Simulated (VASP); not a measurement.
Mn: single point with r2SCAN

Crystal: Mn.

```
Mn
1.0
    -1.38029    1.38029    1.38029
     1.38029   -1.38029    1.38029
     1.38029    1.38029   -1.38029
Mn
1
Cartesian
  0.0000 0.0000 0.0000
```

- Program: VASP 6.6.1
- Task: single point
- Functional: r2SCAN
- Potentials or basis: VASP PAW PBE potentials, release 64 (Mn_pv)
- Cutoff: 550 eV
- k mesh: 8 × 8 × 8
- Occupations: fermi-dirac, width 0.1 eV
- Spin: no spin polarisation
- Dipole correction: no
- Further INCAR settings: ALGO = Normal; EDIFF = 1e-06; NBANDS = 12

```json
{"Pressure": "-0.1 GPa"}
```

Levels at points of the mesh, in eV from the Fermi level:
| k point | band 3 | band 4 | band 5 | band 6 | band 7 | band 8 | band 9 | band 10 |
| --- | --- | --- | --- | --- | --- | --- | --- | --- |
| (0.00, 0.00, 0.00) | -49.82 | -9.35 | -1.81 | -1.81 | -1.81 | 0.52 | 0.52 | 24.68 |
| (0.50, 0.00, 0.00) | -49.82 | -5.39 | -3.38 | 0.43 | 0.48 | 0.85 | 1.92 | 9.83 |
| (0.50, 0.50, 0.50) | -50.41 | -5.10 | -5.10 | 1.54 | 1.54 | 1.54 | 11.13 | 11.13 |

Run time: 14 s on 1 thread of AMD EPYC 7R13 Processor (Zen 3), on a shared host, peak memory 0.09 GiB.

Caveat: the k points lie up to 0.40 Å⁻¹ apart; the PAW data sets were made with another functional, which shifts forces and pressure a little; the run has no spin polarisation, though such a crystal can be magnetic. Spin polarisation is off, so any magnetic state and its effect on volume and gap are missing.
